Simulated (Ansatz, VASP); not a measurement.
## Two plane-wave programs on Zr

```
CELL_PARAMETERS angstrom
-1.85763 1.85763 1.85763
1.85763 -1.85763 1.85763
1.85763 1.85763 -1.85763
ATOMIC_POSITIONS crystal
Zr 0.00000 0.00000 0.00000
```

Alike in both runs: task single point; functional BLYP; k mesh 14 × 14 × 14; occupations fermi-dirac, width 0.1 eV; no spin polarisation.

|  | VASP | Ansatz |
| --- | --- | --- |
| version | VASP 6.6.1 | Ansatz 0.2.0 |
| potentials or method | VASP PAW PBE potentials, release 64 (Zr_sv), cutoff 520 eV | plane waves (420 eV) with PAW, scalar-relativistic |
| valence electrons in the cell | 12 | 12 |

```csv
,VASP,Ansatz,Ansatz less VASP
pressure (GPa),-5.6,-5.7,-0.09
```

VASP's potentials were made for PBE, not for BLYP.
